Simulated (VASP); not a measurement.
# BP in VASP: a series of runs, part 2 of 2

VASP 6.6.1.

### Step 3. Single point, PBE (strain +0.040 along x and y, +0.080 along z)

Contents of INCAR:

```
PREC = Accurate ; ENCUT = 520
EDIFF = 1E-6 ; ISMEAR = 0
SIGMA = 0.05 ; LREAL = False
LASPH = True ; NELM = 100
ALGO = Normal ; ISIF = 2
LWAVE = False ; LCHARG = False
GGA = PE ; NBANDS = 11
```

Contents of KPOINTS:

```
regular mesh
0
Gamma
  10 10 10
```

Contents of POSCAR:

```
BP
1.0
    0.0000000000      2.3597600000      2.4505200000
    2.3597600000      0.0000000000      2.4505200000
    2.3597600000      2.3597600000      0.0000000000
B P
1 1
Direct
    0.0000000000      0.0000000000      0.0000000000
    0.7500000000      0.7500000000      0.7500000000
```

Potentials or basis: VASP PAW PBE potentials, release 64 (B, P).

On the command line:

```
> cat potpaw_PBE.64/B/POTCAR potpaw_PBE.64/P/POTCAR > POTCAR
> mpirun -np 1 vasp_std > vasp.out
```

OUTCAR:

```text
PREC = Accurate
   ENCUT = 520
   EDIFF = 1E-6
   ISMEAR = 0
   LREAL = False
   LASPH = True
   NELM = 100
   ISIF = 2
   GGA = PE

 ion  position               nearest neighbor table
   1  0.000  0.000  0.000-   2 2.07   2 2.07   2 2.07   2 2.07
   2  0.750  0.750  0.750-   1 2.07   1 2.07   1 2.07   1 2.07

  LATTYP: Found a body centered tetragonal cell.
 ALAT       =     3.3372045959
 C/A-ratio  =     1.4686063917

  Lattice vectors:

 A1 = (  -2.3597600000,   0.0000000000,   2.4505200000)
 A2 = (   2.3597600000,   0.0000000000,   2.4505200000)
 A3 = (   0.0000000000,   2.3597600000,  -2.4505200000)

Analysis of symmetry for initial positions (statically):
=====================================================================
 Subroutine PRICEL returns:
 Original cell was already a primitive cell.

 Routine SETGRP: Setting up the symmetry group for a
 body centered tetragonal supercell.

 Subroutine GETGRP returns: Found  8 space group operations
 (whereof  8 operations were pure point group operations)
 out of a pool of 16 trial point group operations.

The static configuration has the point symmetry D_2d.

Analysis of symmetry for dynamics (positions and initial velocities):
=====================================================================
 Subroutine PRICEL returns:
 Original cell was already a primitive cell.

 Routine SETGRP: Setting up the symmetry group for a
 body centered tetragonal supercell.

 Subroutine GETGRP returns: Found  8 space group operations
 (whereof  8 operations were pure point group operations)
 out of a pool of 16 trial point group operations.

The dynamic configuration has the point symmetry D_2d.

 Subroutine INISYM returns: Found  8 space group operations
 (whereof  8 operations are pure point group operations),
 and found     1 'primitive' translations

----------------------------------------------------------------------------------------

                                     Primitive cell

  volume of cell :      27.2913

  direct lattice vectors                    reciprocal lattice vectors
     0.000000000  2.359760000  2.450520000    -0.211885955  0.211885955  0.204038327
     2.359760000  0.000000000  2.450520000     0.211885955 -0.211885955  0.204038327
     2.359760000  2.359760000  0.000000000     0.211885955  0.211885955 -0.204038327

  length of vectors
     3.401986997  3.401986997  3.337204596     0.362523039  0.362523039  0.362523039

  position of ions in fractional coordinates (direct lattice)
     0.000000000  0.000000000  0.000000000
     0.750000000  0.750000000  0.750000000

  ion indices of the primitive-cell ions
   primitive index   ion index
                 1           1
                 2           2

----------------------------------------------------------------------------------------

 KPOINTS: regular mesh

Automatic generation of k-mesh.
 Grid dimensions read from file:
 generate k-points for:   10   10   10

 Generating k-lattice:

  Cartesian coordinates                     Fractional coordinates (reciprocal lattice)
    -0.021188595  0.021188595  0.020403833     0.100000000 -0.000000000  0.000000000
[... 39 lines left out ...]
  0.400000  0.300000  0.000000      8.000000
 [... further k-points ...]
   k-points           NKPTS =    102   k-points in BZ     NKDIM =    102   number of bands    NBANDS=     11
   number of dos      NEDOS =    301   number of ions     NIONS =      2
   total plane-waves  NPLWV =  21952
   dimension x,y,z NGX =    28 NGY =   28 NGZ =   28
   dimension x,y,z NGXF=    56 NGYF=   56 NGZF=   56
   ions per type =               1   1
   NGX,Y,Z   is equivalent  to a cutoff of  13.68, 13.68, 13.95 a.u.
   NGXF,Y,Z  is equivalent  to a cutoff of  27.37, 27.37, 27.90 a.u.
 SYSTEM =  unknown system
   PREC   = accura    normal or accurate (medium, high low for compatibility)
   ISTART =      0    job   : 0-new  1-cont  2-samecut
   ICHARG =      2    charge: 1-file 2-atom 10-const
   ISPIN  =      1    spin polarized calculation?
   LNONCOLLINEAR =      F non collinear calculations
   LSORBIT =      F    spin-orbit coupling
   LASPH  =      T    aspherical Exc in radial PAW
   ENCUT  =  520.0 eV  38.22 Ry    6.18 a.u.   6.33  6.33  6.20*2*pi/ulx,y,z
   NELM   =    100;   NELMIN=  2; NELMDL= -5     # of ELM steps
   EDIFF  = 0.1E-05   stopping-criterion for ELM
   LREAL  =      F    real-space projection
   EDIFFG = 0.1E-04   stopping-criterion for IOM
   NSW    =      0    number of steps for IOM
   IBRION =     -1    ionic relax: 0-MD 1-quasi-New 2-CG
   NFREE  =      0    steps in history (QN), initial steepest desc. (CG)
   ISIF   =      2    stress and relaxation
   ISYM   =      2    0-nonsym 1-usesym 2-fastsym
   POTIM  = 0.5000    time-step for ionic-motion
   TEBEG  =    0.0;   TEEND  =   0.0 temperature during run
   PSTRESS=    0.0 pullay stress
   NELECT =       8.0000    total number of electrons
   NUPDOWN=      -1.0000    fix difference up-down
   EMIN   =  10.00;   EMAX   =-10.00  energy-range for DOS
   EFERMI =   0.00;   METHOD = LEGACY
   ISMEAR =     0;   SIGMA  =   0.05  broadening in eV -4-tet -1-fermi 0-gaus
   EFERMI_NEDOS =   21; number of points for ismear=-14 and -15
   IALGO  =     38    algorithm
   IMIX   =      4    mixing-type and parameters
     AMIX     =   0.40;   BMIX     =  1.00
     AMIX_MAG =   1.60;   BMIX_MAG =  1.00
  volume/ion in A,a.u.               =      13.65        92.09
  Fermi-wavevector in a.u.,A,eV,Ry     =   1.087502  2.055081 16.091083  1.182661
  Thomas-Fermi vector in A             =   2.223663
   LORBIT       =      0    0 simple, 1 ext, 2 COOP (PROOUT), +10 PAW based schemes
   GGA     = PE    functional components
   LHFCALC =     F    Hartree Fock is set to
   AEXX    =    0.0000 exact exchange contribution
   IVDW    =     0    specifies the selected vdW correction
   LEPSILON=     F    determine dielectric tensor
   LRPA    =     F    only Hartree local field effects (RPA)
 non-spin polarized calculation
 Gauss-broadening in eV      SIGMA  =   0.05
  energy-cutoff  :      520.00
  volume of cell :       27.29
 maximum number of plane-waves:       752
 NGX is ok and might be reduce to    28
   NGX = 13   NGY = 13   NGZ = 13

 number of electron       8.0000000 magnetization

 Free energy of the ion-electron system (eV)
  ---------------------------------------------------
  ext. energy  EPLUGINS =         0.00000000
  ---------------------------------------------------
  free energy    TOTEN  =       -12.66984310 eV

  energy without entropy =      -12.66984310  energy(sigma->0) =      -12.66984310

 E-fermi :   6.0280     XC(G=0): -10.2507

 val. band max:        5.8098889665   @ k =   0.0000   0.0000   0.0000
 cond. band min:       6.9838837034   @ k =   0.4000   0.0000   0.4000
 fundamental gap:      1.1739947369
 Fermi energy:         6.0280249043

 k-point     1 :       0.0000    0.0000    0.0000
  band No.  band energies     occupation
      1      -8.4491      2.00000
      2       5.4579      2.00000
      3       5.8099      2.00000
      4       5.8099      2.00000
      5       8.8398      0.00000
      6       8.8398      0.00000
      7       9.0536      0.00000
      8      10.8067      0.00000
      9      16.2527      0.00000
     10      16.9438      0.00000
     11      17.8525      0.00000
[... 309 lines left out ...]
 k-point    24 :       0.4000    0.3000    0.0000
  band No.  band energies     occupation
      1      -6.0176      2.00000
      2      -0.3162      2.00000
      3       2.3255      2.00000
      4       2.8661      2.00000
      5       7.9087      0.00000
      6       9.5319      0.00000
      7      14.0181      0.00000
      8      14.2371      0.00000
      9      17.7131      0.00000
     10      20.2888      0.00000
     11      20.5017      0.00000

 [... further k-points ...]

------------------------ aborting loop because EDIFF is reached ----------------------------------------

  FORCE on cell =-STRESS in cart. coord.  units (eV):
  Direction    XX          YY          ZZ          XY          YZ          ZX
  --------------------------------------------------------------------------------------
  -------------------------------------------------------------------------------------
  Total       -2.5746727     -2.5746727     -4.1273093      0.0000000      0.0000000      0.0000000
  in kB     -151.1501910   -151.1501910   -242.3001498      0.0000000      0.0000000      0.0000000
  external PRESSURE =    -181.5335106 kB  Pullay stress =       0.0000000 kB

 VOLUME and BASIS-vectors are now :
 -----------------------------------------------------------------------------
  energy-cutoff  :      520.00
  volume of cell :       27.29
      direct lattice vectors                 reciprocal lattice vectors
     0.000000000  2.359760000  2.450520000    -0.211885955  0.211885955  0.204038327
     2.359760000  0.000000000  2.450520000     0.211885955 -0.211885955  0.204038327
     2.359760000  2.359760000  0.000000000     0.211885955  0.211885955 -0.204038327

 POSITION                                       TOTAL-FORCE (eV/Angst)
 -----------------------------------------------------------------------------------
      0.00000      0.00000      0.00000        -0.000000      0.000000      0.000000
      3.53964      3.53964      3.67578         0.000000     -0.000000     -0.000000
 -----------------------------------------------------------------------------------
    total drift:                               -0.000000     -0.000000     -0.000000

  FREE ENERGIE OF THE ION-ELECTRON SYSTEM (eV)
  ---------------------------------------------------
  free  energy   TOTEN  =       -12.6698430966 eV

  energy  without entropy=      -12.6698430966  energy(sigma->0) =      -12.66984310
```

OSZICAR:

```text
N       E                     dE             d eps       ncg     rms          rms(c)
DAV:   1     0.922574291275E+01    0.92257E+01   -0.37644E+03  2244   0.638E+02
DAV:   2    -0.123742083636E+02   -0.21600E+02   -0.20621E+02  2955   0.103E+02
DAV:   3    -0.130862808153E+02   -0.71207E+00   -0.70927E+00  2833   0.165E+01
DAV:   4    -0.130896796048E+02   -0.33988E-02   -0.33985E-02  2589   0.134E+00
DAV:   5    -0.130896996858E+02   -0.20081E-04   -0.20081E-04  2757   0.104E-01    0.573E+00
DAV:   6    -0.127262362899E+02    0.36346E+00   -0.97362E-01  2508   0.387E+00    0.313E+00
DAV:   7    -0.126750613400E+02    0.51175E-01   -0.11364E-01  2792   0.172E+00    0.115E+00
DAV:   8    -0.126692793326E+02    0.57820E-02   -0.20134E-02  2579   0.780E-01    0.135E-01
DAV:   9    -0.126696351986E+02   -0.35587E-03   -0.75851E-04  2606   0.168E-01    0.679E-02
DAV:  10    -0.126698307936E+02   -0.19560E-03   -0.23932E-04  2517   0.961E-02    0.244E-02
DAV:  11    -0.126698419394E+02   -0.11146E-04   -0.11133E-05  2879   0.223E-02    0.206E-02
DAV:  12    -0.126698431835E+02   -0.12442E-05   -0.35794E-06  2475   0.960E-03    0.638E-03
DAV:  13    -0.126698430966E+02    0.86898E-07   -0.70652E-08  1227   0.186E-03
   1 F= -.12669843E+02 E0= -.12669843E+02  d E =-.305745E-12
```

It took 18 s on 1 thread of Intel Xeon Platinum 8488C (Sapphire Rapids), shared host; peak memory 0.17 GiB.

What came out:

```
Free energy            : -12.6698 eV
Pressure               : -18.2 GPa
Band gap on the k mesh : 1.17 eV, indirect (least direct gap 3.03 eV)
```

Caveat: the cell differs from its parent crystal (strain +0.040 along x and y, +0.080 along z).

### Step 4. Single point, PBE (strain -0.080 along x and y, -0.080 along z)

Contents of INCAR:

```
PREC     = Accurate       # precision mode
ENCUT    = 520            # plane-wave cutoff, eV
EDIFF    = 1E-7           # SCF threshold, eV
ISMEAR   = 0              # smearing method
SIGMA    = 0.05           # smearing width, eV
LREAL    = F              # projectors in reciprocal space
LASPH    = T              # aspherical terms in the spheres
NELM     = 100            # most SCF steps
ALGO     = Normal         # electronic algorithm
ISIF     = 2              # what is computed and relaxed
LWAVE    = F              # write WAVECAR
LCHARG   = T              # write CHGCAR
GGA      = PE             # functional
LELF     = T              # ELF
LVHAR    = T            
NBANDS   = 11             # bands
```

Contents of KPOINTS:

```
Automatic mesh
0
Gamma
  10 10 10
```

Contents of POSCAR:

```
BP
1.0
    0.0000000000      2.0874800000      2.0874800000
    2.0874800000      0.0000000000      2.0874800000
    2.0874800000      2.0874800000      0.0000000000
B P
1 1
Direct
    0.0000000000      0.0000000000      0.0000000000
    0.7500000000      0.7500000000      0.7500000000
```

On the command line:

```
> cat potpaw_PBE.64/B/POTCAR potpaw_PBE.64/P/POTCAR > POTCAR
> mpirun -np 1 vasp_std > vasp.out
```

Wall time 17 s (1 thread of Intel Xeon Platinum 8259CL at 2.50GHz (Skylake/Cascade Lake), shared host); peak memory 0.13 GiB.

It converged, with:

```
Free energy            : -12.0278 eV
Pressure               : 66.5 GPa
Band gap on the k mesh : 0.78 eV, indirect (least direct gap 3.94 eV)
```

Levels at points of the mesh, in eV from the valence-band top:
| k point | band 2 | band 3 | band 4 | band 5 | band 6 | band 7 |
| --- | --- | --- | --- | --- | --- | --- |
| (0.00, 0.00, 0.00) | 0.00 | 0.00 | 0.00 | 3.94 | 3.94 | 3.94 |
| (0.50, 0.00, 0.00) | -10.96 | -2.02 | -2.02 | 4.89 | 4.89 | 5.41 |
| (0.50, 0.50, 0.00) | -9.93 | -5.03 | -5.03 | 0.78 | 1.48 | 14.59 |

Caveat: the cell differs from its parent crystal (strain -0.080 along x and y, -0.080 along z). A k mesh can miss the band edges.

### Step 5. Single point, PBE (strain -0.040 along x and y, -0.040 along z)

Contents of INCAR:

```
ALGO = Normal ; EDIFF = 1E-7
ENCUT = 520 ; GGA = PE
ISIF = 2 ; ISMEAR = 0
LASPH = True ; LCHARG = False
LREAL = False ; LWAVE = False
NBANDS = 11 ; NELM = 80
PREC = Accurate ; SIGMA = 0.05
```

Contents of KPOINTS:

```
k-points
0
Gamma
  10 10 10
```

Contents of POSCAR:

```
BP
1.0
    0.0000000000      2.1782400000      2.1782400000
    2.1782400000      0.0000000000      2.1782400000
    2.1782400000      2.1782400000      0.0000000000
B P
1 1
Direct
    0.0000000000      0.0000000000      0.0000000000
    0.7500000000      0.7500000000      0.7500000000
```

On the command line:

```
> cat potpaw_PBE.64/B/POTCAR potpaw_PBE.64/P/POTCAR > POTCAR
> mpirun -np 1 vasp_std > vasp.out
```

It used 5.5 s of CPU time on 1 thread of Intel(R) Xeon(R) Platinum 8259CL CPU @ 2.50GHz (Skylake/Cascade Lake), on a shared host.

The run converged. Its results:

| Quantity | Value |
| --- | --- |
| Free energy | -12.7199 eV |
| Pressure | 26.4 GPa |
| Band gap on the k mesh | 1.07 eV, indirect (least direct gap 3.62 eV) |

Levels at points of the mesh, in eV from the valence-band top:
```csv
k point,band 1,band 2,band 3,band 4,band 5,band 6,band 7,band 8
"(0.00, 0.00, 0.00)",-16.59,0.00,0.00,0.00,3.62,3.62,3.62,9.30
"(0.50, 0.00, 0.00)",-12.78,-9.95,-1.90,-1.90,4.54,4.79,4.79,10.55
"(0.50, 0.50, 0.00)",-11.07,-9.23,-4.56,-4.56,1.07,1.55,13.30,13.30
```

Caveat: the cell differs from its parent crystal (strain -0.040 along x and y, -0.040 along z).

### Step 6. Single point, PBE (strain +0.040 along x and y, +0.040 along z)

Contents of INCAR:

```
SYSTEM = BP
ALGO = Normal ; EDIFF = 1E-6
ENCUT = 520 ; GGA = PE
ISIF = 2 ; ISMEAR = 0
LASPH = .TRUE. ; LCHARG = .FALSE.
LREAL = .FALSE. ; LWAVE = .FALSE.
NBANDS = 11 ; NELM = 80
PREC = Accurate ; SIGMA = 0.05
```

Contents of KPOINTS:

```
k-points
0
G
  10 10 10
  0 0 0
```

Contents of POSCAR:

```
BP
1.0
    0.0000000000      2.3597600000      2.3597600000
    2.3597600000      0.0000000000      2.3597600000
    2.3597600000      2.3597600000      0.0000000000
B P
1 1
Direct
    0.0000000000      0.0000000000      0.0000000000
    0.7500000000      0.7500000000      0.7500000000
```

Potentials or basis: VASP PAW PBE potentials, release 64 (B, P).

On the command line:

```
> cat potpaw_PBE.64/B/POTCAR potpaw_PBE.64/P/POTCAR > POTCAR
> mpirun -np 1 vasp_std > vasp.out
```

It took 19 s on 1 thread of Intel Xeon Platinum 8259CL at 2.50GHz (Skylake/Cascade Lake), shared host; peak memory 0.15 GiB.

Results (log left out):

```
Free energy            : -12.7926 eV
Pressure               : -14.6 GPa
Band gap on the k mesh : 1.39 eV, indirect (least direct gap 3.25 eV)
```

Levels at points of the mesh, in eV from the valence-band top:
```tsv
k point	band 1	band 2	band 3	band 4	band 5	band 6	band 7	band 8	band 9
(0.00, 0.00, 0.00)	-14.45	0.00	0.00	0.00	3.25	3.25	3.25	5.66	10.78
(0.50, 0.00, 0.00)	-11.55	-8.22	-1.61	-1.61	3.11	4.63	4.63	9.71	13.78
(0.50, 0.50, 0.00)	-10.20	-7.99	-3.69	-3.69	1.55	1.77	11.05	11.05	13.89
```

Caveat: the cell differs from its parent crystal (strain +0.040 along x and y, +0.040 along z). A k mesh can miss the band edges.

### Step 7. The runs side by side

| cell | gap on the mesh (eV) | pressure (GPa) |
| --- | --- | --- |
| a = 3.274, b = 3.274, c = 3.209 Å, angles 60.7, 60.7, 58.7°, 2 atoms | 1.00 | -5.1 |
| a = 3.402, b = 3.402, c = 3.337 Å, angles 60.6, 60.6, 58.7°, 2 atoms | 1.17 | -18.2 |
| a = 2.952 Å, angles 60.0°, 2 atoms | 0.78 | 66.5 |
| a = 3.080 Å, angles 60.0°, 2 atoms | 1.07 | 26.4 |
| a = 3.337 Å, angles 60.0°, 2 atoms | 1.39 | -14.6 |

Alike in all rows: task single point; level PBE; potentials or basis VASP PAW PBE potentials, release 64 (B, P); no spin polarisation; k mesh 10 × 10 × 10; cutoff (eV) 520; smearing gaussian 0.05 eV.

Absolute energies hang on the potentials; compare differences alone.
